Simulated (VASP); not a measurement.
Write the native input for VASP 6.6.1 that does the following.

- Task: relaxation of cell and atoms
- Functional: PBEsol
- Potentials or basis: VASP PAW PBE potentials, release 64 (In_d, P)
- Cutoff: 600 eV
- k mesh: 6 × 6 × 6
- Occupations: gaussian, width 0.1 eV
- Spin: no spin polarisation
- Target pressure: 10 GPa
- Dipole correction: no
- Further INCAR settings: ALGO = Normal; EDIFF = 1e-06; IBRION = 2; EDIFFG = -0.008; NSW = 70; ISIF = 3

The structure of InP3 lies in POSCAR:

```
InP3
1.0
    3.5890036178      2.0721122048      3.0747420714
   -3.5890036178      2.0721122048      3.0747420714
    0.0000000000     -4.1442244097      3.0747420714
In P
2 6
Direct
    0.2773572415      0.2773572415      0.2773572415
    0.7226427585      0.7226427585      0.7226427585
    0.7906128598      0.2379084436      0.7906128598
    0.7906128598      0.7906128598      0.2379084436
    0.2379084436      0.7906128598      0.7906128598
    0.2093871402      0.7620915564      0.2093871402
    0.7620915564      0.2093871402      0.2093871402
    0.2093871402      0.2093871402      0.7620915564
```

One way to write it, as run:

INCAR

```
SYSTEM = InP3
PREC = Accurate ; ENCUT = 600
EDIFF = 1E-6 ; ISMEAR = 0
SIGMA = 0.1 ; LREAL = .False.
LASPH = .True. ; NELM = 60
ALGO = Normal ; ISIF = 3
LWAVE = .False. ; LCHARG = .False.
GGA = PS ; IBRION = 2
NSW = 70 ; EDIFFG = -0.008
PSTRESS = 100.0
```

KPOINTS

```
Automatic mesh
0
Gamma
  6 6 6
  0 0 0
```

Potentials or basis: VASP PAW PBE potentials, release 64 (In_d, P).

Launch:

```sh
$ cat potpaw_PBE.64/In_d/POTCAR potpaw_PBE.64/P/POTCAR > POTCAR
$ mpirun -np 1 vasp_std > vasp.out
```

Results of the run:

The relaxed volume is 17.27 Å³/atom and the relaxed cell is a = 5.170 Å, b = 5.170 Å, c = 5.170 Å, α = 88.97°, β = 88.97°, γ = 88.97°. The space group after relaxing (to 0.1 Å) is R-3m (No. 166). The energy change on relaxing (the run minimises the enthalpy) is -13.6 meV/atom. The ionic steps are 15. The pressure after relaxing is 9.9 GPa and the largest force after relaxing is 0.007 eV/Å. The band gap on the k mesh is zero (bands 28 and 29 overlap by 0.33 eV).

Caveat: the cell is relaxed towards a set pressure, so the run minimises the enthalpy, not the energy; semilocal functionals underestimate gaps, so a narrow gap can read as zero; the PAW data sets were made with another functional, which shifts forces and pressure a little; spin-orbit coupling is left out, which moves the levels of the heavy elements.

Wall time 57 min on 1 thread of AMD EPYC 7571, on a shared host, peak memory 0.33 GiB.
